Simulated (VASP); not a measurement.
# GaSb (I-4m2) in VASP: further runs, part 2 of 2

VASP 6.6.1. The steps go on from the part before.

## (3) Single point, r2SCAN (epitaxial xy strain -3.0%)

The input, POSCAR:

```
GaSb
1.0
    0.0000000000      2.9739024340      3.1421730518
    2.9739024340      0.0000000000      3.1421730518
    2.9739024340      2.9739024340      0.0000000000
Ga Sb
1 1
Direct
    0.0000000000      0.0000000000      0.0000000000
    0.2500000000      0.2500000000      0.2500000000
```

The input, INCAR.step1:

```
SYSTEM = GaSb
PREC     = Accurate       ! precision mode
ENCUT    = 520            ! plane-wave cutoff, eV
ISMEAR   = -1             ! smearing method
SIGMA    = 0.02           ! smearing width, eV
LREAL    = .FALSE.        ! projectors in reciprocal space
LASPH    = .TRUE.         ! aspherical terms in the spheres
NELM     = 80             ! most SCF steps
NBANDS   = 16             ! bands
GGA      = PE             ! functional
ALGO     = Normal         ! electronic algorithm
EDIFF    = 1E-4           ! SCF threshold, eV
LWAVE    = .TRUE.         ! write WAVECAR
LCHARG   = .FALSE.        ! write CHGCAR
```

The input, INCAR.step2:

```
SYSTEM = GaSb
PREC     = Accurate       ! precision mode
ENCUT    = 520            ! plane-wave cutoff, eV
EDIFF    = 1E-6           ! SCF threshold, eV
ISMEAR   = -1             ! smearing method
SIGMA    = 0.02           ! smearing width, eV
LREAL    = .FALSE.        ! projectors in reciprocal space
LASPH    = .TRUE.         ! aspherical terms in the spheres
NELM     = 80             ! most SCF steps
ALGO     = Normal         ! electronic algorithm
ISIF     = 2              ! what is computed and relaxed
LWAVE    = .FALSE.        ! write WAVECAR
LCHARG   = .FALSE.        ! write CHGCAR
METAGGA  = R2SCAN         ! meta-GGA
LMIXTAU  = .TRUE.       
NBANDS   = 16             ! bands
ISTART   = 1
```

The input, KPOINTS:

```
regular mesh
0
G
  8 8 8
  0 0 0
```

Potentials or basis: VASP PAW PBE potentials, release 64 (Ga_d, Sb).

Command:

```console
$ cat potpaw_PBE.64/Ga_d/POTCAR potpaw_PBE.64/Sb/POTCAR > POTCAR
$ cp INCAR.step1 INCAR
$ mpirun -np 1 vasp_std > vasp.out
$ cp INCAR.step2 INCAR
$ mpirun -np 1 vasp_std > vasp.out
```

OUTCAR:

```text
SYSTEM = GaSb
   PREC = Accurate
   ENCUT = 520
   EDIFF = 1E-6
   ISMEAR = -1
   LREAL = .FALSE.
   LASPH = .TRUE.
   NELM = 80
   ISIF = 2
   METAGGA = R2SCAN
   ISTART = 1

 ion  position               nearest neighbor table
   1  0.000  0.000  0.000-   2 2.62   2 2.62   2 2.62   2 2.62
   2  0.250  0.250  0.250-   1 2.62   1 2.62   1 2.62   1 2.62

  LATTYP: Found a body centered tetragonal cell.
 ALAT       =     4.2057331553
 C/A-ratio  =     1.4942331982

  Lattice vectors:

 A1 = (  -2.9739024340,   0.0000000000,   3.1421730518)
 A2 = (   2.9739024340,   0.0000000000,   3.1421730518)
 A3 = (   0.0000000000,   2.9739024340,  -3.1421730518)

Analysis of symmetry for initial positions (statically):
=====================================================================
 Subroutine PRICEL returns:
 Original cell was already a primitive cell.

 Routine SETGRP: Setting up the symmetry group for a
 body centered tetragonal supercell.

 Subroutine GETGRP returns: Found  8 space group operations
 (whereof  8 operations were pure point group operations)
 out of a pool of 16 trial point group operations.

The static configuration has the point symmetry D_2d.

Analysis of symmetry for dynamics (positions and initial velocities):
=====================================================================
 Subroutine PRICEL returns:
 Original cell was already a primitive cell.

 Routine SETGRP: Setting up the symmetry group for a
 body centered tetragonal supercell.

 Subroutine GETGRP returns: Found  8 space group operations
 (whereof  8 operations were pure point group operations)
 out of a pool of 16 trial point group operations.

The dynamic configuration has the point symmetry D_2d.

 Subroutine INISYM returns: Found  8 space group operations
[... 110 lines left out ...]
   EMIN   =  10.00;   EMAX   =-10.00  energy-range for DOS
   EFERMI =   0.00;   METHOD = LEGACY
   ISMEAR =    -1;   SIGMA  =   0.02  broadening in eV -4-tet -1-fermi 0-gaus
   EFERMI_NEDOS =   21; number of points for ismear=-14 and -15
   IALGO  =     38    algorithm
   IMIX   =      4    mixing-type and parameters
     AMIX     =   0.40;   BMIX     =  1.00
     AMIX_MAG =   1.60;   BMIX_MAG =  1.00
  volume/ion in A,a.u.               =      27.79       187.53
  Fermi-wavevector in a.u.,A,eV,Ry     =   1.124245  2.124516 17.196784  1.263928
  Thomas-Fermi vector in A             =   2.260916
   LORBIT       =      0    0 simple, 1 ext, 2 COOP (PROOUT), +10 PAW based schemes
   METAGGA = R2SCAN    functional components
   LHFCALC =     F    Hartree Fock is set to
   AEXX    =    0.0000 exact exchange contribution
   IVDW    =     0    specifies the selected vdW correction
   LEPSILON=     F    determine dielectric tensor
   LRPA    =     F    only Hartree local field effects (RPA)
 non-spin polarized calculation
  energy-cutoff  :      520.00
  volume of cell :       55.58
 maximum number of plane-waves:      1511
   NGX = 17   NGY = 17   NGZ = 15

 number of electron      17.9999995 magnetization

 Free energy of the ion-electron system (eV)
  ---------------------------------------------------
  ext. energy  EPLUGINS =         0.00000000
  ---------------------------------------------------
  free energy    TOTEN  =       -37.56749518 eV

  energy without entropy =      -37.56749517  energy(sigma->0) =      -37.56749517

 E-fermi :   5.3887     XC(G=0):  -9.8615

 val. band max:        5.1211649940   @ k =   0.0000   0.0000   0.0000
 cond. band min:       5.6476677707   @ k =   0.0000   0.0000   0.0000
 fundamental gap:      0.5265027767
 Fermi energy:         5.3887088392

 k-point     1 :       0.0000    0.0000    0.0000
  band No.  band energies     occupation
      1     -10.5662      2.00000
      2     -10.5593      2.00000
      3     -10.5593      2.00000
      4     -10.5029      2.00000
      5     -10.4981      2.00000
      6      -7.1466      2.00000
[... 433 lines left out ...]
      3     -10.5471      2.00000
      4     -10.5067      2.00000
      5     -10.4961      2.00000
      6      -5.8451      2.00000
[... 8 lines left out ...]
     15      14.2078      0.00000
     16      14.9809      0.00000

 [... further k-points ...]

------------------------ aborting loop because EDIFF is reached ----------------------------------------

  FORCE on cell =-STRESS in cart. coord.  units (eV):
  Direction    XX          YY          ZZ          XY          YZ          ZX
  --------------------------------------------------------------------------------------
  -------------------------------------------------------------------------------------
  Total        1.1195189      1.1195189      0.0489309      0.0000000      0.0000000      0.0000000
  in kB       32.2721930     32.2721930      1.4105238      0.0000000      0.0000000      0.0000000
  external PRESSURE =      21.9849699 kB  Pullay stress =       0.0000000 kB

 VOLUME and BASIS-vectors are now :
 -----------------------------------------------------------------------------
  energy-cutoff  :      520.00
  volume of cell :       55.58
      direct lattice vectors                 reciprocal lattice vectors
     0.000000000  2.973902434  3.142173052    -0.168129255  0.168129255  0.159125545
     2.973902434  0.000000000  3.142173052     0.168129255 -0.168129255  0.159125545
     2.973902434  2.973902434  0.000000000     0.168129255  0.168129255 -0.159125545

 POSITION                                       TOTAL-FORCE (eV/Angst)
 -----------------------------------------------------------------------------------
      0.00000      0.00000      0.00000         0.000000      0.000000     -0.000000
      1.48695      1.48695      1.57109        -0.000000     -0.000000      0.000000
 -----------------------------------------------------------------------------------
    total drift:                                0.000009      0.000009     -0.000025

  FREE ENERGIE OF THE ION-ELECTRON SYSTEM (eV)
  ---------------------------------------------------
  free  energy   TOTEN  =       -37.5674951775 eV

  energy  without entropy=      -37.5674951705  energy(sigma->0) =      -37.56749517
```

OSZICAR.step1:

```text
N       E                     dE             d eps       ncg     rms          rms(c)
DAV:   1     0.828785118972E+02    0.82879E+02   -0.86379E+03  1896   0.141E+03
DAV:   2    -0.109787571117E+01   -0.83976E+02   -0.81146E+02  2256   0.296E+02
DAV:   3    -0.724321563035E+01   -0.61453E+01   -0.61320E+01  2232   0.641E+01
DAV:   4    -0.735310937591E+01   -0.10989E+00   -0.10988E+00  2384   0.970E+00
DAV:   5    -0.735564751230E+01   -0.25381E-02   -0.25381E-02  2472   0.129E+00    0.329E+00
DAV:   6    -0.730889414621E+01    0.46753E-01   -0.63766E-02  2752   0.400E+00    0.199E+00
DAV:   7    -0.729423803619E+01    0.14656E-01   -0.40982E-02  2256   0.164E+00    0.351E-01
DAV:   8    -0.729519197482E+01   -0.95394E-03   -0.44308E-03  2472   0.767E-01    0.930E-02
DAV:   9    -0.729566774305E+01   -0.47577E-03   -0.70770E-04  2272   0.201E-01    0.361E-02
DAV:  10    -0.729568055694E+01   -0.12814E-04   -0.25944E-05  1880   0.363E-02
   1 F= -.72956806E+01 E0= -.72956538E+01  d E =-.534184E-04
```

It took 70 s on 1 thread of Intel Xeon 6975P-C (Granite Rapids), shared host; peak memory 0.21 GiB.

What came out:

```
Free energy            : -37.5675 eV
Pressure               : 2.2 GPa
Band gap on the k mesh : 0.53 eV, direct
```

Levels at points of the mesh, in eV from the valence-band top:
| k point | band 5 | band 6 | band 7 | band 8 | band 9 | band 10 | band 11 | band 12 | band 13 | band 14 |
| --- | --- | --- | --- | --- | --- | --- | --- | --- | --- | --- |
| (0.00, 0.00, 0.00) | -15.62 | -12.27 | -0.38 | 0.00 | 0.00 | 0.53 | 2.80 | 2.80 | 2.99 | 6.28 |
| (0.50, 0.00, 0.00) | -15.62 | -10.47 | -6.86 | -1.62 | -1.15 | 0.58 | 3.79 | 4.05 | 6.82 | 9.88 |
| (0.50, 0.50, 0.00) | -15.62 | -9.69 | -7.49 | -2.68 | -2.68 | 1.28 | 1.57 | 9.31 | 9.31 | 10.78 |
| (0.50, 0.00, 0.50) | -15.61 | -9.46 | -7.22 | -3.06 | -3.01 | 0.82 | 1.18 | 9.16 | 9.17 | 10.73 |

Caveat: the cell differs from its parent crystal (epitaxial xy strain -3.0%); the PAW data sets were made with another functional, which shifts forces and pressure a little; spin-orbit coupling is left out, which moves the levels of the heavy elements. A k mesh can miss the band edges.

## (4) Single point, r2SCAN (epitaxial xy strain -2.0%)

The input, POSCAR:

```
GaSb
1.0
    0.0000000000      3.0045612220      3.1168731906
    3.0045612220      0.0000000000      3.1168731906
    3.0045612220      3.0045612220      0.0000000000
Ga Sb
1 1
Direct
    0.0000000000      0.0000000000      0.0000000000
    0.2500000000      0.2500000000      0.2500000000
```

The input, INCAR.step1:

```
SYSTEM = GaSb
PREC = Accurate
ENCUT = 520
ISMEAR = -1
SIGMA = 0.02
LREAL = .FALSE.
LASPH = .TRUE.
NELM = 80
NBANDS = 16
GGA = PE
ALGO = Normal
EDIFF = 1E-4
LWAVE = .TRUE.
LCHARG = .FALSE.
```

The input, INCAR.step2:

```
SYSTEM = GaSb
PREC = Accurate
ENCUT = 520
EDIFF = 1E-6
ISMEAR = -1
SIGMA = 0.02
LREAL = .FALSE.
LASPH = .TRUE.
NELM = 80
ALGO = Normal
ISIF = 2
LWAVE = .FALSE.
LCHARG = .TRUE.
METAGGA = R2SCAN
LMIXTAU = .TRUE.
LELF = .TRUE.
LVHAR = .TRUE.
NBANDS = 16
ISTART = 1
```

KPOINTS is that of step 3.

Potentials or basis: VASP PAW PBE potentials, release 64 (Ga_d, Sb).

Command:

```console
$ cat potpaw_PBE.64/Ga_d/POTCAR potpaw_PBE.64/Sb/POTCAR > POTCAR
$ cp INCAR.step1 INCAR
$ mpirun -np 1 vasp_std > vasp.out
$ cp INCAR.step2 INCAR
$ mpirun -np 1 vasp_std > vasp.out
```

OUTCAR:

```text
SYSTEM = GaSb
   PREC = Accurate
   ENCUT = 520
   EDIFF = 1E-6
   ISMEAR = -1
   LREAL = .FALSE.
   LASPH = .TRUE.
   NELM = 80
   ISIF = 2
   METAGGA = R2SCAN
   ISTART = 1

 ion  position               nearest neighbor table
   1  0.000  0.000  0.000-   2 2.63   2 2.63   2 2.63   2 2.63
   2  0.250  0.250  0.250-   1 2.63   1 2.63   1 2.63   1 2.63

  LATTYP: Found a body centered tetragonal cell.
 ALAT       =     4.2490912291
 C/A-ratio  =     1.4670775573

  Lattice vectors:

 A1 = (  -3.0045612220,   0.0000000000,   3.1168731906)
 A2 = (   3.0045612220,   0.0000000000,   3.1168731906)
 A3 = (   0.0000000000,   3.0045612220,  -3.1168731906)

Analysis of symmetry for initial positions (statically):
=====================================================================
 Subroutine PRICEL returns:
 Original cell was already a primitive cell.

 Routine SETGRP: Setting up the symmetry group for a
 body centered tetragonal supercell.

 Subroutine GETGRP returns: Found  8 space group operations
 (whereof  8 operations were pure point group operations)
[... 160 lines left out ...]

  energy without entropy =      -37.58608955  energy(sigma->0) =      -37.58608955

 E-fermi :   5.1969     XC(G=0):  -9.8020

 val. band max:        4.9451480613   @ k =   0.0000   0.0000   0.0000
 cond. band min:       5.4347611950   @ k =   0.0000   0.0000   0.0000
 fundamental gap:      0.4896131337
 Fermi energy:         5.1968513693

 k-point     1 :       0.0000    0.0000    0.0000
  band No.  band energies     occupation
      1     -10.6704      2.00000
      2     -10.6657      2.00000
      3     -10.6657      2.00000
      4     -10.6099      2.00000
      5     -10.6060      2.00000
      6      -7.1894      2.00000
[... 433 lines left out ...]
      3     -10.6537      2.00000
      4     -10.6132      2.00000
      5     -10.6045      2.00000
      6      -5.9152      2.00000
[... 8 lines left out ...]
     15      14.0065      0.00000
     16      14.7350      0.00000

 [... further k-points ...]

------------------------ aborting loop because EDIFF is reached ----------------------------------------

  FORCE on cell =-STRESS in cart. coord.  units (eV):
  Direction    XX          YY          ZZ          XY          YZ          ZX
  --------------------------------------------------------------------------------------
  -------------------------------------------------------------------------------------
  Total        0.7344581      0.7344581      0.0469627      0.0000000      0.0000000      0.0000000
  in kB       20.9105923     20.9105923      1.3370634      0.0000000      0.0000000      0.0000000
  external PRESSURE =      14.3860827 kB  Pullay stress =       0.0000000 kB

 VOLUME and BASIS-vectors are now :
 -----------------------------------------------------------------------------
  energy-cutoff  :      520.00
  volume of cell :       56.27
      direct lattice vectors                 reciprocal lattice vectors
     0.000000000  3.004561222  3.116873191    -0.166413650  0.166413650  0.160417178
     3.004561222  0.000000000  3.116873191     0.166413650 -0.166413650  0.160417178
     3.004561222  3.004561222  0.000000000     0.166413650  0.166413650 -0.160417178

 POSITION                                       TOTAL-FORCE (eV/Angst)
 -----------------------------------------------------------------------------------
      0.00000      0.00000      0.00000        -0.000000     -0.000000     -0.000000
      1.50228      1.50228      1.55844         0.000000      0.000000      0.000000
 -----------------------------------------------------------------------------------
    total drift:                                0.000005      0.000005     -0.000015

  FREE ENERGIE OF THE ION-ELECTRON SYSTEM (eV)
  ---------------------------------------------------
  free  energy   TOTEN  =       -37.5860895619 eV

  energy  without entropy=      -37.5860895478  energy(sigma->0) =      -37.58608955
```

OUTCAR.step1:

```text
SYSTEM = GaSb
   PREC = Accurate
   ENCUT = 520
   ISMEAR = -1
   LREAL = .FALSE.
   LASPH = .TRUE.
[... 677 lines left out ...]
      0.00000      0.00000      0.00000         0.000000      0.000000     -0.000000
      1.50228      1.50228      1.55844        -0.000000     -0.000000      0.000000
 -----------------------------------------------------------------------------------
    total drift:                                0.000001      0.000001      0.000003

  FREE ENERGIE OF THE ION-ELECTRON SYSTEM (eV)
  ---------------------------------------------------
  free  energy   TOTEN  =        -7.3212325922 eV

  energy  without entropy=       -7.3211429704  energy(sigma->0) =       -7.32118778
```

OSZICAR.step1:

```text
N       E                     dE             d eps       ncg     rms          rms(c)
DAV:   1     0.830447550890E+02    0.83045E+02   -0.85518E+03  1904   0.139E+03
DAV:   2    -0.917433617134E+00   -0.83962E+02   -0.80664E+02  2232   0.303E+02
DAV:   3    -0.726643945430E+01   -0.63490E+01   -0.63361E+01  2320   0.650E+01
DAV:   4    -0.737645553134E+01   -0.11002E+00   -0.11000E+00  2376   0.965E+00
DAV:   5    -0.737902585028E+01   -0.25703E-02   -0.25702E-02  2456   0.130E+00    0.325E+00
DAV:   6    -0.733374558245E+01    0.45280E-01   -0.63116E-02  2776   0.395E+00    0.195E+00
DAV:   7    -0.731976038996E+01    0.13985E-01   -0.39783E-02  2216   0.161E+00    0.350E-01
DAV:   8    -0.732073151639E+01   -0.97113E-03   -0.44031E-03  2496   0.760E-01    0.894E-02
DAV:   9    -0.732121323551E+01   -0.48172E-03   -0.69340E-04  2272   0.202E-01    0.345E-02
DAV:  10    -0.732123259223E+01   -0.19357E-04   -0.28848E-05  1944   0.371E-02
   1 F= -.73212326E+01 E0= -.73211878E+01  d E =-.896218E-04
```

Wall time 67 s (1 thread of Intel Xeon 6975P-C (Granite Rapids), shared host); peak memory 0.22 GiB.

Results:

```yaml
Free_energy: -37.5861 eV
Pressure: 1.4 GPa
Band_gap_on_the_k_mesh: 0.49 eV, direct
```

Caveat: the cell differs from its parent crystal (epitaxial xy strain -2.0%); the PAW data sets were made with another functional, which shifts forces and pressure a little; spin-orbit coupling is left out, which moves the levels of the heavy elements. A k mesh can miss the band edges.

## (5) The runs side by side

| level | cell | gap on the mesh (eV) | pressure (GPa) |
| --- | --- | --- | --- |
| PBE | a = 4.339, b = 4.339, c = 4.379 Å, angles 59.7, 59.7, 60.6°, 2 atoms | 0.10 | 1.5 |
| r2SCAN | a = 4.326, b = 4.326, c = 4.206 Å, angles 60.9, 60.9, 58.2°, 2 atoms | 0.53 | 2.2 |
| r2SCAN | a = 4.329, b = 4.329, c = 4.249 Å, angles 60.6, 60.6, 58.8°, 2 atoms | 0.49 | 1.4 |

Alike in all rows: task single point; potentials or basis VASP PAW PBE potentials, release 64 (Ga_d, Sb); no spin polarisation; k mesh 8 × 8 × 8; cutoff (eV) 520; smearing fermi-dirac 0.02 eV.

Caveats: spin-orbit coupling is left out, which moves the levels of the heavy elements; the PAW data sets were made with another functional, which shifts forces and pressure a little (some runs).

Absolute energies hang on the potentials; compare differences alone.
